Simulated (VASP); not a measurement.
# Ge (P6_3/mmc) in VASP: notebook, part 3 of 3

VASP 6.6.1. The steps go on from the part before.

## 4. Single point, BLYP (volume scaled by 1.08)

File INCAR:

```
AGGAC = 1.0
AGGAX = 1.0
ALDAC = 0.0
ALDAX = 1.0
ALGO = Normal
EDIFF = 1E-6
ENCUT = 520
GGA = B5
ISIF = 2
ISMEAR = -1
LASPH = T
LCHARG = F
LREAL = F
LWAVE = F
NBANDS = 21
NELM = 100
PREC = Accurate
SIGMA = 0.1
```

File KPOINTS:

```
k-points
0
Gamma
  13 13 7
```

File POSCAR:

```
Ge
1.0
    3.2640909320      0.0000000000      0.0000000000
   -1.6320454660      2.8267856674      0.0000000000
    0.0000000000      0.0000000000      5.0481621586
Ge
2
Direct
    0.3333333333      0.6666666667      0.2500000000
    0.6666666667      0.3333333333      0.7500000000
```

Potentials or basis: VASP PAW PBE potentials, release 64 (Ge_d).

Started as:

```sh
cat potpaw_PBE.64/Ge_d/POTCAR > POTCAR
mpirun -np 1 vasp_std > vasp.out
```

OUTCAR:

```text
EDIFF = 1E-6
   ENCUT = 520
   GGA = B5
   ISIF = 2
   ISMEAR = -1
   LASPH = T
   LREAL = F
   NELM = 100
   PREC = Accurate

 ion  position               nearest neighbor table
   1  0.333  0.667  0.250-
   2  0.667  0.333  0.750-

  LATTYP: Found a hexagonal cell.
 ALAT       =     3.2640909320
 C/A-ratio  =     1.5465752222

  Lattice vectors:

 A1 = (   3.2640909320,   0.0000000000,   0.0000000000)
[... 185 lines left out ...]
 k-point     1 :       0.0000    0.0000    0.0000
  band No.  band energies     occupation
      1     -19.5368      2.00000
      2     -19.5368      2.00000
      3     -19.5330      2.00000
      4     -19.5330      2.00000
      5     -19.5322      2.00000
      6     -19.5287      2.00000
[... 565 lines left out ...]
     20      17.0526      0.00000
     21      17.3353      0.00000

 [... further k-points ...]
[... 5 lines left out ...]
  --------------------------------------------------------------------------------------
  -------------------------------------------------------------------------------------
  Total       -0.9305985     -0.9305985     -0.8213925      0.0000000      0.0000000      0.0000000
  in kB      -32.0099129    -32.0099129    -28.2535404      0.0000000      0.0000000      0.0000000
  external PRESSURE =     -30.7577887 kB  Pullay stress =       0.0000000 kB

 VOLUME and BASIS-vectors are now :
 -----------------------------------------------------------------------------
  energy-cutoff  :      520.00
  volume of cell :       46.58
      direct lattice vectors                 reciprocal lattice vectors
     3.264090932  0.000000000  0.000000000     0.306364014  0.176879346  0.000000000
    -1.632045466  2.826785667  0.000000000     0.000000000  0.353758692  0.000000000
     0.000000000  0.000000000  5.048162159     0.000000000  0.000000000  0.198091893

 POSITION                                       TOTAL-FORCE (eV/Angst)
 -----------------------------------------------------------------------------------
     -0.00000      1.88452      1.26204        -0.000000      0.000000      0.000000
      1.63205      0.94226      3.78612         0.000000     -0.000000      0.000000
 -----------------------------------------------------------------------------------
    total drift:                               -0.000000      0.000000      0.000000

  FREE ENERGIE OF THE ION-ELECTRON SYSTEM (eV)
  ---------------------------------------------------
  free  energy   TOTEN  =        -6.6271252598 eV

  energy  without entropy=       -6.5890208933  energy(sigma->0) =       -6.60807308
```

OSZICAR:

```text
N       E                     dE             d eps       ncg     rms          rms(c)
DAV:   1     0.185386180488E+03    0.18539E+03   -0.14598E+04  3948   0.355E+03
DAV:   2     0.200478593867E+02   -0.16534E+03   -0.16073E+03  3563   0.593E+02
DAV:   3    -0.575500274624E+01   -0.25803E+02   -0.25587E+02  3993   0.138E+02
DAV:   4    -0.661843612046E+01   -0.86343E+00   -0.86239E+00  4018   0.285E+01
DAV:   5    -0.663371994974E+01   -0.15284E-01   -0.15283E-01  4046   0.442E+00    0.769E-01
DAV:   6    -0.662783621652E+01    0.58837E-02   -0.15118E-02  4733   0.170E+00    0.417E-01
DAV:   7    -0.662705350128E+01    0.78272E-03   -0.65691E-03  4822   0.102E+00    0.770E-02
DAV:   8    -0.662710708993E+01   -0.53589E-04   -0.74482E-04  4317   0.429E-01    0.156E-02
DAV:   9    -0.662712166661E+01   -0.14577E-04   -0.19260E-05  4016   0.430E-02    0.761E-03
DAV:  10    -0.662712539557E+01   -0.37290E-05   -0.53589E-06  3376   0.190E-02    0.117E-03
DAV:  11    -0.662712525978E+01    0.13579E-06   -0.13566E-07  2439   0.525E-03
   1 F= -.66271253E+01 E0= -.66080731E+01  d E =-.381044E-01
```

It took 41 s on 1 thread of Intel Xeon 6975P-C, shared host; peak memory 0.2 GiB.

What came out:

* Free energy: -6.6271 eV
* Pressure: -3.1 GPa
* Band gap on the k mesh: zero (band 14 reaches 9.98 eV, above the bottom of band 15 at 3.47 eV)

Stress tensor (GPa, compression positive):
```
-3.20  0.00  0.00
 0.00 -3.20  0.00
 0.00  0.00 -2.83
```

Caveat: the PAW data sets were made with another functional, which shifts forces and pressure a little.

## 5. Single point, BLYP (volume scaled by 1.12)

File INCAR:

```
SYSTEM = Ge
PREC = Accurate
ENCUT = 520
EDIFF = 1E-7
ISMEAR = -1
SIGMA = 0.1
LREAL = .FALSE.
LASPH = .TRUE.
NELM = 100
ALGO = Normal
ISIF = 2
LWAVE = .FALSE.
LCHARG = .TRUE.
GGA = B5
ALDAX = 1.0
AGGAX = 1.0
AGGAC = 1.0
ALDAC = 0.0
LELF = .TRUE.
LVHAR = .TRUE.
NBANDS = 21
```

File KPOINTS:

```
regular mesh
0
G
  13 13 7
  0 0 0
```

File POSCAR:

```
Ge
1.0
    3.3039008425      0.0000000000      0.0000000000
   -1.6519504212      2.8612620612      0.0000000000
    0.0000000000      0.0000000000      5.1097311797
Ge
2
Direct
    0.3333333333      0.6666666667      0.2500000000
    0.6666666667      0.3333333333      0.7500000000
```

Potentials or basis: VASP PAW PBE potentials, release 64 (Ge_d).

Started as:

```sh
cat potpaw_PBE.64/Ge_d/POTCAR > POTCAR
mpirun -np 1 vasp_std > vasp.out
```

OUTCAR:

```text
SYSTEM = Ge
   PREC = Accurate
   ENCUT = 520
   EDIFF = 1E-7
   ISMEAR = -1
   LREAL = .FALSE.
   LASPH = .TRUE.
   NELM = 100
   ISIF = 2
   GGA = B5

 ion  position               nearest neighbor table
   1  0.333  0.667  0.250-
   2  0.667  0.333  0.750-

  LATTYP: Found a hexagonal cell.
 ALAT       =     3.3039008425
 C/A-ratio  =     1.5465752222

  Lattice vectors:

 A1 = (   3.3039008425,   0.0000000000,   0.0000000000)
 A2 = (  -1.6519504212,   2.8612620612,   0.0000000000)
[... 189 lines left out ...]
      3     -19.8577      2.00000
      4     -19.8577      2.00000
      5     -19.8548      2.00000
      6     -19.8523      2.00000
[... 565 lines left out ...]
     20      16.5235      0.00000
     21      16.7659      0.00000

 [... further k-points ...]
[... 5 lines left out ...]
  --------------------------------------------------------------------------------------
  -------------------------------------------------------------------------------------
  Total       -1.2732479     -1.2732479     -1.1961357     -0.0000000      0.0000000     -0.0000000
  in kB      -42.2319235    -42.2319235    -39.6742138     -0.0000000      0.0000000     -0.0000000
  external PRESSURE =     -41.3793536 kB  Pullay stress =       0.0000000 kB

 VOLUME and BASIS-vectors are now :
 -----------------------------------------------------------------------------
  energy-cutoff  :      520.00
  volume of cell :       48.30
      direct lattice vectors                 reciprocal lattice vectors
     3.303900843  0.000000000  0.000000000     0.302672522  0.174748062  0.000000000
    -1.651950421  2.861262061  0.000000000     0.000000000  0.349496124  0.000000000
     0.000000000  0.000000000  5.109731180     0.000000000  0.000000000  0.195705012

 POSITION                                       TOTAL-FORCE (eV/Angst)
 -----------------------------------------------------------------------------------
     -0.00000      1.90751      1.27743        -0.000000     -0.000000      0.000000
      1.65195      0.95375      3.83230         0.000000      0.000000      0.000000
 -----------------------------------------------------------------------------------
    total drift:                               -0.000000      0.000000      0.000000

  FREE ENERGIE OF THE ION-ELECTRON SYSTEM (eV)
  ---------------------------------------------------
  free  energy   TOTEN  =        -6.5887991690 eV

  energy  without entropy=       -6.5485305041  energy(sigma->0) =       -6.56866484
```

stdout:

```text
POSCAR found type information on POSCAR Ge
 POSCAR found :  1 types and       2 ions
 scaLAPACK will be used
 -----------------------------------------------------------------------------
|                                                                             |
|                                                                             |
|     You enforced a specific xc type in the INCAR file but a different       |
|     I HOPE YOU KNOW WHAT YOU ARE DOING!                                     |
|                                                                             |
 -----------------------------------------------------------------------------

 LDA part: xc-table for (Slater(with rela. corr.)+VWN5), standard interpolation
 POSCAR, INCAR and KPOINTS ok, starting setup
 FFT: planning ... GRIDC
 FFT: planning ... GRID_SOFT
 FFT: planning ... GRID
 WAVECAR not read
 entering main loop
```

Run time: 83 s. Hardware: 1 thread of Intel Xeon 6975P-C, shared host; peak memory 0.22 GiB.

What came out:

```yaml
Free_energy: -6.5888 eV
Pressure: -4.1 GPa
Band_gap_on_the_k_mesh: zero (band 14 reaches 9.45 eV, above the bottom of band 15 at 3.22 eV)
```

Caveat: the PAW data sets were made with another functional, which shifts forces and pressure a little.

## 6. The runs side by side

| cell | gap on the mesh (eV) | pressure (GPa) |
| --- | --- | --- |
| a = 3.181, b = 3.181, c = 4.920 Å, angles 90.0, 90.0, 120.0°, 2 atoms | none | 0.1 |
| a = 3.223, b = 3.223, c = 4.985 Å, angles 90.0, 90.0, 120.0°, 2 atoms | none | -1.7 |
| a = 3.264, b = 3.264, c = 5.048 Å, angles 90.0, 90.0, 120.0°, 2 atoms | none | -3.1 |
| a = 3.304, b = 3.304, c = 5.110 Å, angles 90.0, 90.0, 120.0°, 2 atoms | none | -4.1 |

Alike in all rows: task single point; level BLYP; potentials or basis VASP PAW PBE potentials, release 64 (Ge_d); no spin polarisation; k mesh 13 × 13 × 7; cutoff (eV) 520; smearing fermi-dirac 0.1 eV.

Caveats: the PAW data sets were made with another functional, which shifts forces and pressure a little.

Absolute energies hang on the potentials; compare differences alone.
